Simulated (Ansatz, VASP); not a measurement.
**Cs: VASP beside Ansatz**

INCAR

```
PREC     = Accurate       # precision mode
ENCUT    = 520            # plane-wave cutoff, eV
EDIFF    = 1E-6           # SCF threshold, eV
ISMEAR   = -1             # smearing method
SIGMA    = 0.1            # smearing width, eV
LREAL    = F              # projectors in reciprocal space
LASPH    = T              # aspherical terms in the spheres
NELM     = 60             # most SCF steps
ALGO     = Normal         # electronic algorithm
ISIF     = 2              # what is computed and relaxed
LWAVE    = F              # write WAVECAR
LCHARG   = T              # write CHGCAR
GGA      = PE             # functional
LELF     = T              # ELF
LVHAR    = T            
NBANDS   = 10             # bands
```

Contents of KPOINTS:

```
regular mesh
0
Gamma
  11 11 11
```

The input POSCAR:

```
Cs
1.0
   -3.0771709509      3.0771709509      3.0771709509
    3.0771709509     -3.0771709509      3.0771709509
    3.0771709509      3.0771709509     -3.0771709509
Cs
1
Direct
    0.0000000000      0.0000000000      0.0000000000
```

Input for Ansatz:

```yaml
crystal:
  lattice:
    - [-3.0771709509, 3.0771709509, 3.0771709509]
    - [3.0771709509, -3.0771709509, 3.0771709509]
    - [3.0771709509, 3.0771709509, -3.0771709509]
  atoms:
    - { symbol: Cs, position: [0.0, 0.0, 0.0] }
hamiltonian:
  xc: pbe
  pseudopotentials:
    kind: paw
    azcp:
      Cs: "pseudopotentials/Cs.paw.azcp"
basis:
  ecutwfc: 420
  fft_grid_basis: typed
kpoints:
  mp_grid: { grid: [11, 11, 11], shift: [0, 0, 0] }
magnetization:
  spin_polarized: false
scf:
  occupations: { method: fermi_dirac, width: 0.1 }
  lower_state_search: "off"
output:
  stress: true
```

Alike in both runs: task single point; functional PBE; k mesh 11 × 11 × 11; occupations fermi-dirac, width 0.1 eV; no spin polarisation.

|  | VASP | Ansatz |
| --- | --- | --- |
| version | VASP 6.6.1 | Ansatz 0.2.0 |
| potentials or method | VASP PAW PBE potentials, release 64 (Cs_sv), cutoff 520 eV | plane waves (420 eV) with PAW, scalar-relativistic |
| valence electrons in the cell | 9 | 9 |

```csv
,VASP,Ansatz,Ansatz less VASP
pressure (GPa),0.0,0.0,+0.01
```

Spin-orbit coupling is off throughout.
